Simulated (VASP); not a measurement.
## CuI (Marshite): single point with PBE

The system is CuI (Marshite).

```xyz
2
Lattice="0.0000 2.9770 2.9770 2.9770 0.0000 2.9770 2.9770 2.9770 0.0000" Properties=species:S:1:pos:R:3 pbc="T T T"
Cu    1.4885    1.4885    1.4885
I     0.0000    0.0000    0.0000
```

This cell differs from its parent crystal: volume scaled by 0.94.

```json
{
  "Program": "VASP 6.6.1",
  "Task": "single point",
  "Functional": "PBE",
  "Potentials or basis": "VASP PAW PBE potentials, release 64 (Cu, I)",
  "Cutoff": "520 eV",
  "k mesh": "8 × 8 × 8",
  "Occupations": "gaussian, width 0.02 eV",
  "Spin": "no spin polarisation",
  "Dipole correction": "no",
  "Further INCAR settings": "ALGO = Normal; EDIFF = 1e-06; NBANDS = 16"
}
```

| Item | Value |
| --- | --- |
| Pressure | 2.9 GPa |
| Band gap on the k mesh | 1.29 eV, direct |

Levels at points of the mesh, in eV from the valence-band top:
```tsv
k point	band 5	band 6	band 7	band 8	band 9	band 10	band 11	band 12	band 13	band 14
(0.00, 0.00, 0.00)	-2.09	-2.09	0.00	0.00	0.00	1.29	4.81	4.81	4.81	8.25
(0.50, 0.00, 0.00)	-2.06	-2.06	-2.01	-0.80	-0.80	2.20	5.37	5.37	7.48	9.36
(0.50, 0.50, 0.00)	-2.12	-2.02	-1.99	-1.70	-1.70	2.60	2.87	9.58	10.04	10.04
```

It took 20 s on 1 thread of Intel(R) Xeon(R) Platinum 8259CL CPU @ 2.50GHz (Skylake/Cascade Lake), on a shared host, peak memory 0.18 GiB.

Caveat: spin-orbit coupling is left out, which moves the levels of the heavy elements.
